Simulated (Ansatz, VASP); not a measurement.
Cu: VASP beside Ansatz

```
Cu
1.0
     1.24236   -4.05437    0.00000
     1.24236    4.05437    0.00000
     0.00000    0.00000    2.52405
Cu
2
Direct
  0.86613 0.13387 0.75000
  0.13387 0.86613 0.25000
```

Change from the starting cell: volume scaled by 1.06.

Alike in both runs: task single point; functional LDA; k mesh 11 × 11 × 11; occupations fermi-dirac, width 0.05 eV; no spin polarisation.

```csv
,VASP,Ansatz
version,VASP 6.6.1,Ansatz 0.2.0
potentials or method,"VASP PAW LDA potentials, release 64 (Cu), cutoff 520 eV","all-electron LAPW, scalar-relativistic"
```

|  | VASP | Ansatz | Ansatz less VASP |
| --- | --- | --- | --- |
| gap on the k mesh at the Fermi level (eV) | none | none | - |
| pressure (GPa) | -13.4 | -14.2 | -0.82 |
| traceless stress, the component that is largest in VASP (GPa) | -0.94 | -1.01 | -0.074 |
| rms of the force components (eV/Å) | 0.060 | 0.062 | +0.0022 |

LDA's correlation is that of Perdew and Zunger in VASP and of Perdew and Wang (1992) in Ansatz. Atom by atom the forces differ by 0.002 eV/Å (rms over components). A gap of «none» marks a metal or a gap that the smearing closes. Ansatz ran all-electron here, and VASP with PAW potentials.
